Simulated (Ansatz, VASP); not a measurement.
**AlNi in VASP and in Ansatz**

```
CELL_PARAMETERS angstrom
1.92002 -1.94256 -0.00378
1.95123 1.97354 0.02550
0.01736 0.02323 3.17529
ATOMIC_POSITIONS crystal
Al 0.99577 0.02035 0.99188
Ni 0.50005 0.49469 0.49629
```

Change from the starting cell: kmesh displaced: [6, 6, 6] Gamma-centred.

Alike in both runs: task single point; functional PBEsol; k mesh 6 × 6 × 6; occupations gaussian, width 0.1 eV; no spin polarisation.

|  | VASP | Ansatz |
| --- | --- | --- |
| version | VASP 6.6.1 | Ansatz 0.2.0 |
| potentials or method | VASP PAW PBE potentials, release 64 (Al, Ni), cutoff 520 eV | scalar-relativistic, plane waves, PAW |
| valence electrons in the cell | 13 | 21 |

|  | VASP | Ansatz | Ansatz less VASP |
| --- | --- | --- | --- |
| gap on the k mesh at the Fermi level (eV) | none | none | - |
| pressure (GPa) | -2.9 | -3.3 | -0.36 |
| traceless stress, the component that is largest in VASP (GPa) | -4.39 | -4.31 | +0.087 |
| rms of the force components (eV/Å) | 0.222 | 0.221 | -0.0013 |

VASP's potentials were made for PBE, not for PBEsol. Atom by atom the forces differ by 0.001 eV/Å (rms over components). A gap of «none» marks a metal or a gap that the smearing closes. VASP's potentials hold 13 valence electrons a cell and Ansatz's 21, so a difference there can come from the potentials and not from the codes.

The k mesh is coarse, so the values compare programs but aren't converged.
